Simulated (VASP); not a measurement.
# PbSe (Pm-3m) in VASP: a series of runs, part 2 of 2

VASP 6.6.1. Earlier steps stand in the parts before.

### 3 Single point, r2SCAN (strained)

The input, POSCAR:

```
PbSe
1.0
    3.6783988272      0.0000000000      0.0000000000
    0.0000000000      3.6783988272      0.0000000000
    0.0000000000      0.0000000000      3.6783988272
Pb Se
1 1
Direct
    0.0000000000      0.0000000000      0.0000000000
    0.5000000000      0.5000000000      0.5000000000
```

The input, INCAR.step1:

```
SYSTEM = PbSe
ALGO = Normal ; EDIFF = 1E-4
ENCUT = 520 ; GGA = PE
ISMEAR = 0 ; LASPH = .TRUE.
LCHARG = .FALSE. ; LREAL = .FALSE.
LWAVE = .TRUE. ; NBANDS = 17
NELM = 100 ; PREC = Accurate
SIGMA = 0.1
```

The input, INCAR.step2:

```
SYSTEM = PbSe
ALGO = Normal ; EDIFF = 1E-6
ENCUT = 520 ; ISIF = 2
ISMEAR = 0 ; ISTART = 1
LASPH = .TRUE. ; LCHARG = .FALSE.
LMIXTAU = .TRUE. ; LREAL = .FALSE.
LWAVE = .FALSE. ; METAGGA = R2SCAN
NBANDS = 17 ; NELM = 100
PREC = Accurate ; SIGMA = 0.1
```

The input, KPOINTS:

```
k-points
0
G
  12 12 12
  0 0 0
```

Potentials or basis: VASP PAW PBE potentials, release 64 (Pb_d, Se).

The run is started by

```bash
> cat potpaw_PBE.64/Pb_d/POTCAR potpaw_PBE.64/Se/POTCAR > POTCAR
> cp INCAR.step1 INCAR
> mpirun -np 1 vasp_std > vasp.out
> cp INCAR.step2 INCAR
> mpirun -np 1 vasp_std > vasp.out
```

OUTCAR:

```text
SYSTEM = PbSe
   EDIFF = 1E-6
   ENCUT = 520
   ISIF = 2
   ISMEAR = 0
   ISTART = 1
   LASPH = .TRUE.
   LREAL = .FALSE.
   METAGGA = R2SCAN
   NELM = 100
   PREC = Accurate

 ion  position               nearest neighbor table
   1  0.000  0.000  0.000-   2 3.19   2 3.19   2 3.19   2 3.19   2 3.19   2 3.19   2 3.19   2 3.19

   2  0.500  0.500  0.500-   1 3.19   1 3.19   1 3.19   1 3.19   1 3.19   1 3.19   1 3.19   1 3.19

  LATTYP: Found a simple cubic cell.
 ALAT       =     3.6783988272

  Lattice vectors:

 A1 = (   3.6783988272,   0.0000000000,   0.0000000000)
 A2 = (   0.0000000000,   3.6783988272,   0.0000000000)
 A3 = (   0.0000000000,   0.0000000000,   3.6783988272)

Analysis of symmetry for initial positions (statically):
=====================================================================
 Subroutine PRICEL returns:
 Original cell was already a primitive cell.

 Routine SETGRP: Setting up the symmetry group for a
 simple cubic supercell.

 Subroutine GETGRP returns: Found 48 space group operations
 (whereof 48 operations were pure point group operations)
 out of a pool of 48 trial point group operations.

The static configuration has the point symmetry O_h .

Analysis of symmetry for dynamics (positions and initial velocities):
=====================================================================
 Subroutine PRICEL returns:
 Original cell was already a primitive cell.

 Routine SETGRP: Setting up the symmetry group for a
 simple cubic supercell.

 Subroutine GETGRP returns: Found 48 space group operations
 (whereof 48 operations were pure point group operations)
 out of a pool of 48 trial point group operations.

The dynamic configuration has the point symmetry O_h .

 Subroutine INISYM returns: Found 48 space group operations
 (whereof 48 operations are pure point group operations),
 and found     1 'primitive' translations

----------------------------------------------------------------------------------------

                                     Primitive cell

  volume of cell :      49.7710

  direct lattice vectors                    reciprocal lattice vectors
     3.678398827  0.000000000  0.000000000     0.271857416  0.000000000  0.000000000
     0.000000000  3.678398827  0.000000000     0.000000000  0.271857416  0.000000000
     0.000000000  0.000000000  3.678398827     0.000000000  0.000000000  0.271857416

  length of vectors
     3.678398827  3.678398827  3.678398827     0.271857416  0.271857416  0.271857416

  position of ions in fractional coordinates (direct lattice)
     0.000000000  0.000000000  0.000000000
     0.500000000  0.500000000  0.500000000

  ion indices of the primitive-cell ions
   primitive index   ion index
                 1           1
                 2           2

----------------------------------------------------------------------------------------

 KPOINTS: k-points

Automatic generation of k-mesh.
 Grid dimensions read from file:
 generate k-points for:   12   12   12

 Generating k-lattice:

  Cartesian coordinates                     Fractional coordinates (reciprocal lattice)
     0.022654785  0.000000000  0.000000000     0.083333333  0.000000000  0.000000000
     0.000000000  0.022654785  0.000000000     0.000000000  0.083333333  0.000000000
     0.000000000  0.000000000  0.022654785     0.000000000  0.000000000  0.083333333

  Length of vectors
     0.022654785  0.022654785  0.022654785

  Shift w.r.t. Gamma in fractional coordinates (k-lattice)
     0.000000000  0.000000000  0.000000000

 Subroutine IBZKPT returns following result:
 ===========================================

 Found     84 irreducible k-points:

 Following reciprocal coordinates:
            Coordinates               Weight
  0.000000  0.000000  0.000000      1.000000
  0.083333  0.000000  0.000000      6.000000
  0.166667  0.000000  0.000000      6.000000
  0.250000  0.000000  0.000000      6.000000
  0.333333  0.000000  0.000000      6.000000
  0.416667  0.000000  0.000000      6.000000
[... 16 lines left out ...]
  0.333333  0.333333  0.000000     12.000000
  0.416667  0.333333  0.000000     24.000000
 [... further k-points ...]
   k-points           NKPTS =     84   k-points in BZ     NKDIM =     84   number of bands    NBANDS=     17
   number of dos      NEDOS =    301   number of ions     NIONS =      2
   total plane-waves  NPLWV =  21952
   dimension x,y,z NGX =    28 NGY =   28 NGZ =   28
   dimension x,y,z NGXF=    56 NGYF=   56 NGZF=   56
   ions per type =               1   1
   NGX,Y,Z   is equivalent  to a cutoff of  12.65, 12.65, 12.65 a.u.
   NGXF,Y,Z  is equivalent  to a cutoff of  25.31, 25.31, 25.31 a.u.
 SYSTEM =  PbSe
   PREC   = accura    normal or accurate (medium, high low for compatibility)
   ISTART =      1    job   : 0-new  1-cont  2-samecut
   ICHARG =      0    charge: 1-file 2-atom 10-const
   ISPIN  =      1    spin polarized calculation?
   LNONCOLLINEAR =      F non collinear calculations
   LSORBIT =      F    spin-orbit coupling
   LASPH  =      T    aspherical Exc in radial PAW
   ENCUT  =  520.0 eV  38.22 Ry    6.18 a.u.   6.84  6.84  6.84*2*pi/ulx,y,z
   NELM   =    100;   NELMIN=  2; NELMDL=  0     # of ELM steps
   EDIFF  = 0.1E-05   stopping-criterion for ELM
   LREAL  =      F    real-space projection
   EDIFFG = 0.1E-04   stopping-criterion for IOM
   NSW    =      0    number of steps for IOM
   IBRION =     -1    ionic relax: 0-MD 1-quasi-New 2-CG
   NFREE  =      0    steps in history (QN), initial steepest desc. (CG)
   ISIF   =      2    stress and relaxation
   ISYM   =      2    0-nonsym 1-usesym 2-fastsym
   POTIM  = 0.5000    time-step for ionic-motion
   TEBEG  =    0.0;   TEEND  =   0.0 temperature during run
   PSTRESS=    0.0 pullay stress
   NELECT =      20.0000    total number of electrons
   NUPDOWN=      -1.0000    fix difference up-down
   EMIN   =  10.00;   EMAX   =-10.00  energy-range for DOS
   EFERMI =   0.00;   METHOD = LEGACY
   ISMEAR =     0;   SIGMA  =   0.10  broadening in eV -4-tet -1-fermi 0-gaus
   EFERMI_NEDOS =   21; number of points for ismear=-14 and -15
   IALGO  =     38    algorithm
   IMIX   =      4    mixing-type and parameters
     AMIX     =   0.40;   BMIX     =  1.00
     AMIX_MAG =   1.60;   BMIX_MAG =  1.00
  volume/ion in A,a.u.               =      24.89       167.94
  Fermi-wavevector in a.u.,A,eV,Ry     =   1.208072  2.282924 19.856846  1.459437
  Thomas-Fermi vector in A             =   2.343690
   LORBIT       =      0    0 simple, 1 ext, 2 COOP (PROOUT), +10 PAW based schemes
   METAGGA = R2SCAN    functional components
   LHFCALC =     F    Hartree Fock is set to
   AEXX    =    0.0000 exact exchange contribution
   IVDW    =     0    specifies the selected vdW correction
   LEPSILON=     F    determine dielectric tensor
   LRPA    =     F    only Hartree local field effects (RPA)
 non-spin polarized calculation
 Gauss-broadening in eV      SIGMA  =   0.10
  energy-cutoff  :      520.00
  volume of cell :       49.77
 maximum number of plane-waves:      1376
 NGX is ok and might be reduce to    28
   NGX = 13   NGY = 13   NGZ = 13

 number of electron      19.9999994 magnetization

 Free energy of the ion-electron system (eV)
  ---------------------------------------------------
  ext. energy  EPLUGINS =         0.00000000
  ---------------------------------------------------
  free energy    TOTEN  =       -71.36596916 eV

  energy without entropy =      -71.36186427  energy(sigma->0) =      -71.36391671

 E-fermi :   6.1644     XC(G=0): -10.8986

 val. band max:        6.1309313095   @ k =   0.2500   0.1667   0.1667
 cond. band min:       6.1853095656   @ k =   0.2500   0.1667   0.0833
 fundamental gap:      0.0543782561
 Fermi energy:         6.1643936736

 k-point     1 :       0.0000    0.0000    0.0000
  band No.  band energies     occupation
      1     -11.5068      2.00000
      2     -11.5068      2.00000
      3     -11.3102      2.00000
      4     -11.3102      2.00000
      5     -11.3102      2.00000
      6      -8.1548      2.00000
[... 9 lines left out ...]
     16      19.6175      0.00000
     17      19.8825      0.00000
[... 441 lines left out ...]
 k-point    24 :       0.4167    0.3333    0.0000
  band No.  band energies     occupation
      1     -11.4671      2.00000
      2     -11.4375      2.00000
      3     -11.3561      2.00000
      4     -11.3441      2.00000
      5     -11.2989      2.00000
      6      -6.3151      2.00000
[... 9 lines left out ...]
     16      16.8375      0.00000
     17      17.6809      0.00000

 [... further k-points ...]

------------------------ aborting loop because EDIFF is reached ----------------------------------------

  FORCE on cell =-STRESS in cart. coord.  units (eV):
  Direction    XX          YY          ZZ          XY          YZ          ZX
  --------------------------------------------------------------------------------------
  -------------------------------------------------------------------------------------
  Total        1.3762573      1.3762573      1.3762573      0.0000000     -0.0000000      0.0000000
  in kB       44.3030634     44.3030634     44.3030634      0.0000000     -0.0000000      0.0000000
  external PRESSURE =      44.3030634 kB  Pullay stress =       0.0000000 kB

 VOLUME and BASIS-vectors are now :
 -----------------------------------------------------------------------------
  energy-cutoff  :      520.00
  volume of cell :       49.77
      direct lattice vectors                 reciprocal lattice vectors
     3.678398827  0.000000000  0.000000000     0.271857416  0.000000000  0.000000000
     0.000000000  3.678398827  0.000000000     0.000000000  0.271857416  0.000000000
     0.000000000  0.000000000  3.678398827     0.000000000  0.000000000  0.271857416

 POSITION                                       TOTAL-FORCE (eV/Angst)
 -----------------------------------------------------------------------------------
      0.00000      0.00000      0.00000         0.000000      0.000000      0.000000
      1.83920      1.83920      1.83920         0.000000      0.000000      0.000000
 -----------------------------------------------------------------------------------
    total drift:                                0.000000      0.000000      0.000000

  FREE ENERGIE OF THE ION-ELECTRON SYSTEM (eV)
  ---------------------------------------------------
  free  energy   TOTEN  =       -71.3659691646 eV

  energy  without entropy=      -71.3618642654  energy(sigma->0) =      -71.36391671
```

It took 2.6 min on 1 thread of AMD EPYC 7R13 (Zen 3), shared host; peak memory 0.19 GiB.

Results:

```yaml
Free_energy: -71.3660 eV
Pressure: 4.4 GPa
Band_gap_on_the_k_mesh: zero (bands 10 and 11 overlap by 0.84 eV)
```

Caveat: the cell differs from its parent crystal (strained); the cell stands under pressure; the PAW data sets were made with another functional, which shifts forces and pressure a little; spin-orbit coupling is left out, which moves the levels of the heavy elements.

### 4 Single point, r2SCAN (strained)

The input, POSCAR:

```
PbSe
1.0
    3.7126847845      0.0000000000      0.0000000000
    0.0000000000      3.7126847845      0.0000000000
    0.0000000000      0.0000000000      3.7126847845
Pb Se
1 1
Direct
    0.0000000000      0.0000000000      0.0000000000
    0.5000000000      0.5000000000      0.5000000000
```

The input, INCAR.step1:

```
ALGO = Normal ; EDIFF = 1E-4
ENCUT = 520 ; GGA = PE
ISMEAR = 0 ; LASPH = T
LCHARG = F ; LREAL = F
LWAVE = T ; NBANDS = 17
NELM = 80 ; PREC = Accurate
SIGMA = 0.1
```

The input, INCAR.step2:

```
ALGO = Normal ; EDIFF = 1E-6
ENCUT = 520 ; ISIF = 2
ISMEAR = 0 ; ISTART = 1
LASPH = T ; LCHARG = F
LMIXTAU = T ; LREAL = F
LWAVE = F ; METAGGA = R2SCAN
NBANDS = 17 ; NELM = 80
PREC = Accurate ; SIGMA = 0.1
```

The input, KPOINTS:

```
k-points
0
Gamma
  12 12 12
```

Potentials or basis: VASP PAW PBE potentials, release 64 (Pb_d, Se).

The run is started by

```bash
> cat potpaw_PBE.64/Pb_d/POTCAR potpaw_PBE.64/Se/POTCAR > POTCAR
> cp INCAR.step1 INCAR
> mpirun -np 1 vasp_std > vasp.out
> cp INCAR.step2 INCAR
> mpirun -np 1 vasp_std > vasp.out
```

OUTCAR:

```text
EDIFF = 1E-6
   ENCUT = 520
   ISIF = 2
   ISMEAR = 0
   ISTART = 1
   LASPH = T
   LREAL = F
   METAGGA = R2SCAN
   NELM = 80
   PREC = Accurate

 ion  position               nearest neighbor table
   1  0.000  0.000  0.000-   2 3.22   2 3.22   2 3.22   2 3.22   2 3.22   2 3.22   2 3.22   2 3.22

   2  0.500  0.500  0.500-   1 3.22   1 3.22   1 3.22   1 3.22   1 3.22   1 3.22   1 3.22   1 3.22

  LATTYP: Found a simple cubic cell.
 ALAT       =     3.7126847845

  Lattice vectors:

 A1 = (   3.7126847845,   0.0000000000,   0.0000000000)
 A2 = (   0.0000000000,   3.7126847845,   0.0000000000)
 A3 = (   0.0000000000,   0.0000000000,   3.7126847845)

Analysis of symmetry for initial positions (statically):
=====================================================================
 Subroutine PRICEL returns:
 Original cell was already a primitive cell.

 Routine SETGRP: Setting up the symmetry group for a
 simple cubic supercell.

 Subroutine GETGRP returns: Found 48 space group operations
 (whereof 48 operations were pure point group operations)
 out of a pool of 48 trial point group operations.

The static configuration has the point symmetry O_h .

Analysis of symmetry for dynamics (positions and initial velocities):
=====================================================================
 Subroutine PRICEL returns:
 Original cell was already a primitive cell.

 Routine SETGRP: Setting up the symmetry group for a
 simple cubic supercell.

 Subroutine GETGRP returns: Found 48 space group operations
 (whereof 48 operations were pure point group operations)
 out of a pool of 48 trial point group operations.

The dynamic configuration has the point symmetry O_h .

 Subroutine INISYM returns: Found 48 space group operations
 (whereof 48 operations are pure point group operations),
 and found     1 'primitive' translations

----------------------------------------------------------------------------------------

[... 112 lines left out ...]
     AMIX_MAG =   1.60;   BMIX_MAG =  1.00
  volume/ion in A,a.u.               =      25.59       172.68
  Fermi-wavevector in a.u.,A,eV,Ry     =   1.196915  2.261842 19.491791  1.432606
  Thomas-Fermi vector in A             =   2.332843
   LORBIT       =      0    0 simple, 1 ext, 2 COOP (PROOUT), +10 PAW based schemes
   METAGGA = R2SCAN    functional components
   LHFCALC =     F    Hartree Fock is set to
   AEXX    =    0.0000 exact exchange contribution
   IVDW    =     0    specifies the selected vdW correction
   LEPSILON=     F    determine dielectric tensor
   LRPA    =     F    only Hartree local field effects (RPA)
 non-spin polarized calculation
 Gauss-broadening in eV      SIGMA  =   0.10
  energy-cutoff  :      520.00
  volume of cell :       51.18
 maximum number of plane-waves:      1406
 NGX is ok and might be reduce to    28
   NGX = 13   NGY = 13   NGZ = 13

 number of electron      20.0000000 magnetization

 Free energy of the ion-electron system (eV)
  ---------------------------------------------------
  ext. energy  EPLUGINS =         0.00000000
  ---------------------------------------------------
  free energy    TOTEN  =       -71.39705995 eV

  energy without entropy =      -71.39364440  energy(sigma->0) =      -71.39535217

 E-fermi :   5.8371     XC(G=0): -10.7494

 val. band max:        5.8334056224   @ k =   0.2500   0.1667   0.0833
 cond. band min:       5.8717303560   @ k =   0.4167   0.4167   0.4167
 fundamental gap:      0.0383247336
 Fermi energy:         5.8370649398

 k-point     1 :       0.0000    0.0000    0.0000
  band No.  band energies     occupation
      1     -11.8265      2.00000
      2     -11.8265      2.00000
      3     -11.6456      2.00000
      4     -11.6456      2.00000
      5     -11.6456      2.00000
      6      -8.2629      2.00000
[... 457 lines left out ...]
      4     -11.6762      2.00000
      5     -11.6372      2.00000
      6      -6.5379      2.00000
[... 9 lines left out ...]
     16      16.3159      0.00000
     17      17.2435      0.00000

 [... further k-points ...]

------------------------ aborting loop because EDIFF is reached ----------------------------------------

  FORCE on cell =-STRESS in cart. coord.  units (eV):
  Direction    XX          YY          ZZ          XY          YZ          ZX
  --------------------------------------------------------------------------------------
  -------------------------------------------------------------------------------------
  Total        0.8390938      0.8390938      0.8390938      0.0000000     -0.0000000      0.0000000
  in kB       26.2698061     26.2698061     26.2698061      0.0000000     -0.0000000      0.0000000
  external PRESSURE =      26.2698061 kB  Pullay stress =       0.0000000 kB

 VOLUME and BASIS-vectors are now :
 -----------------------------------------------------------------------------
  energy-cutoff  :      520.00
  volume of cell :       51.18
      direct lattice vectors                 reciprocal lattice vectors
     3.712684784  0.000000000  0.000000000     0.269346863  0.000000000  0.000000000
     0.000000000  3.712684784  0.000000000     0.000000000  0.269346863  0.000000000
     0.000000000  0.000000000  3.712684784     0.000000000  0.000000000  0.269346863

 POSITION                                       TOTAL-FORCE (eV/Angst)
 -----------------------------------------------------------------------------------
      0.00000      0.00000      0.00000         0.000000      0.000000      0.000000
      1.85634      1.85634      1.85634         0.000000      0.000000      0.000000
 -----------------------------------------------------------------------------------
    total drift:                                0.000000      0.000000      0.000000

  FREE ENERGIE OF THE ION-ELECTRON SYSTEM (eV)
  ---------------------------------------------------
  free  energy   TOTEN  =       -71.3970599458 eV

  energy  without entropy=      -71.3936444041  energy(sigma->0) =      -71.39535217
```

Run time: 2.3 min. Hardware: 1 thread of AMD EPYC 7R13 (Zen 3), shared host; peak memory 0.19 GiB.

What came out:

```yaml
Free_energy: -71.3971 eV
Pressure: 2.6 GPa
Band_gap_on_the_k_mesh: zero (bands 10 and 11 overlap by 0.72 eV)
```

Levels at points of the mesh, in eV from the Fermi level:
| k point | band 8 | band 9 | band 10 | band 11 | band 12 | band 13 |
| --- | --- | --- | --- | --- | --- | --- |
| (0.00, 0.00, 0.00) | -1.74 | -1.74 | -1.74 | 5.59 | 5.59 | 6.81 |
| (0.50, 0.00, 0.00) | -0.38 | -0.38 | -0.16 | 0.48 | 3.72 | 3.72 |
| (0.50, 0.50, 0.00) | -4.80 | -4.80 | -0.11 | 4.65 | 4.65 | 5.52 |
| (0.50, 0.50, 0.50) | -2.64 | -2.64 | -2.64 | -0.58 | -0.58 | -0.58 |

Caveat: the cell differs from its parent crystal (strained); semilocal functionals underestimate gaps, so a narrow gap can read as zero; the PAW data sets were made with another functional, which shifts forces and pressure a little; spin-orbit coupling is left out, which moves the levels of the heavy elements.

### 5 The runs side by side

| cell | gap on the mesh (eV) | pressure (GPa) |
| --- | --- | --- |
| a = 3.652 Å, 2 atoms | none | 6.0 |
| a = 3.678 Å, 2 atoms | none | 4.4 |
| a = 3.713 Å, 2 atoms | none | 2.6 |

Alike in all rows: task single point; level r2SCAN; potentials or basis VASP PAW PBE potentials, release 64 (Pb_d, Se); no spin polarisation; k mesh 12 × 12 × 12; cutoff (eV) 520; smearing gaussian 0.1 eV.

Caveats: the PAW data sets were made with another functional, which shifts forces and pressure a little; spin-orbit coupling is left out, which moves the levels of the heavy elements; the cell stands under pressure (at least some runs); semilocal functionals underestimate gaps, so a narrow gap can read as zero (at least some runs).

Absolute energies hang on the potentials; compare differences alone.
